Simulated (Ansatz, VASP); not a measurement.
MnS: VASP beside Ansatz

```
S Mn
1.0
     1.83000    1.05655    2.97092
    -1.83000    1.05655    2.97092
     0.00000   -2.11310    2.97092
S Mn
1 1
Direct
  0.50000 0.50000 0.50000
  0.00000 0.00000 0.00000
```

Alike in both runs: task single point; functional PBE; k mesh 9 × 9 × 9; occupations gaussian, width 0.1 eV; collinear spin.

```csv
,VASP,Ansatz
version,VASP 6.6.1,Ansatz 0.2.0
potentials or method,"VASP PAW PBE potentials, release 64 (S, Mn_pv), cutoff 520 eV","all-electron LAPW, scalar-relativistic"
```

```csv
,VASP,Ansatz,Ansatz less VASP
gap on the k mesh at the Fermi level (eV),none,none,-
pressure (GPa),-1.5,-1.5,+0.02
"traceless stress, the component that is largest in VASP (GPa)",0.30,0.30,0.000
net moment per atom (μB),2.33,2.33,0.000
size of the moment on the site where the two differ most (μB),4.22,4.39,+0.167
```

Site moments also hang on the region over which each program counts them. A gap of «none» marks a metal or a gap that the smearing closes. Ansatz ran all-electron here, and VASP with PAW potentials.
